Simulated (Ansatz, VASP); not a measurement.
**One calculation of KBr, two programs**

```
CELL_PARAMETERS angstrom
4.04350 0.00000 0.00000
0.00000 4.04350 0.00000
0.00000 0.00000 4.04350
ATOMIC_POSITIONS crystal
K 0.00000 0.00000 0.00000
Br 0.50000 0.53091 0.50000
```

Change from the starting cell: all Br atoms moved +0.125 Å, as atom 2 along Cartesian [0 1 0].

Alike in both runs: task single point; functional LDA; k mesh 6 × 6 × 6; occupations gaussian, width 0.05 eV; no spin polarisation.

|  | VASP | Ansatz |
| --- | --- | --- |
| version | VASP 6.6.1 | Ansatz 0.2.0 |
| potentials or method | VASP PAW LDA potentials, release 64 (K_sv, Br), cutoff 520 eV | scalar-relativistic, plane waves, PAW |
| valence electrons in the cell | 16 | 16 |

|  | VASP | Ansatz | Ansatz less VASP |
| --- | --- | --- | --- |
| gap on the k mesh at the Fermi level (eV) | 3.49 | 3.48 | -0.009 |
| least direct gap on the mesh (eV) | 3.76 | 3.75 | -0.010 |
| pressure (GPa) | -2.5 | -2.6 | -0.03 |
| rms of the force components (eV/Å) | 0.022 | 0.020 | -0.0013 |

LDA's correlation is that of Perdew and Zunger in VASP and of Perdew and Wang (1992) in Ansatz. Atom by atom the forces differ by 0.001 eV/Å (rms over components).
